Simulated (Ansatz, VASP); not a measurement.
## AlGa2P3 in VASP and in Ansatz

File INCAR:

```
PREC     = Accurate       # precision mode
ENCUT    = 500            # plane-wave cutoff, eV
EDIFF    = 1E-6           # SCF threshold, eV
ISMEAR   = 0              # smearing method
SIGMA    = 0.01           # smearing width, eV
LREAL    = False          # projectors in reciprocal space
LASPH    = True           # aspherical terms in the spheres
NELM     = 120            # most SCF steps
ALGO     = Normal         # electronic algorithm
ISIF     = 2              # what is computed and relaxed
LWAVE    = False          # write WAVECAR
LCHARG   = False          # write CHGCAR
GGA      = PE             # functional
NBANDS   = 31             # bands
GGA_COMPAT= False
```

KPOINTS

```
Automatic mesh
0
Gamma
  6 6 2
```

File POSCAR:

```
AlGa2P3
1.0
    3.9709117640      0.0000000000      0.0000000000
   -1.9854558820      3.4389104638      0.0000000000
    0.0000000000      0.0000000000      9.7238735937
Al Ga P
1 2 3
Direct
    0.0000000000      0.0000000000     -0.0002745538
    0.6666666667      0.3333333333      0.6665956237
    0.3333333333      0.6666666667      0.3334599690
    0.6666666667      0.3333333333      0.9173358442
    0.3333333333      0.6666666667      0.5832757749
    0.0000000000      0.0000000000      0.2496073419
```

Input for Ansatz:

```yaml
crystal:
  lattice:
    - [3.970911764, 0.0, 0.0]
    - [-1.985455882, 3.4389104638, 0.0]
    - [0.0, 0.0, 9.7238735937]
  atoms:
    - { symbol: Al, position: [0.0, 0.0, -0.0002745538] }
    - { symbol: Ga, position: [0.6666666667, 0.3333333333, 0.6665956237] }
    - { symbol: Ga, position: [0.3333333333, 0.6666666667, 0.333459969] }
    - { symbol: P, position: [0.6666666667, 0.3333333333, 0.9173358442] }
    - { symbol: P, position: [0.3333333333, 0.6666666667, 0.5832757749] }
    - { symbol: P, position: [0.0, 0.0, 0.2496073419] }
kpoints:
  mp_grid: { grid: [6, 6, 2] }
hamiltonian:
  xc: pbe
scf:
  occupations: { method: fixed }
  n_extra_bands: 5
output:
  forces: true
  stress: true
  eigenvalues: true
```

Alike in both runs: task single point; functional PBE; k mesh 6 × 6 × 2; no spin polarisation.

|  | VASP | Ansatz |
| --- | --- | --- |
| version | VASP 6.6.1 | Ansatz 0.2.0 |
| potentials or method | VASP PAW PBE potentials, release 64 (Al, Ga_d, P) | plane waves, PAW |
| plane-wave cutoff (eV) | 500 | 420 |
| occupations | gaussian, width 0.01 eV | fixed |
| valence electrons in the cell | 44 | 44 |

|  | VASP | Ansatz | Ansatz less VASP |
| --- | --- | --- | --- |
| gap on the k mesh at the Fermi level (eV) | 1.36 | 1.36 | +0.004 |
| pressure (GPa) | -4.1 | -4.0 | +0.03 |
| traceless stress, the component that is largest in VASP (GPa) | -0.08 | -0.08 | -0.003 |
| rms of the force components (eV/Å) | 0.011 | 0.009 | -0.0020 |

Atom by atom the forces differ by 0.002 eV/Å (rms over components).
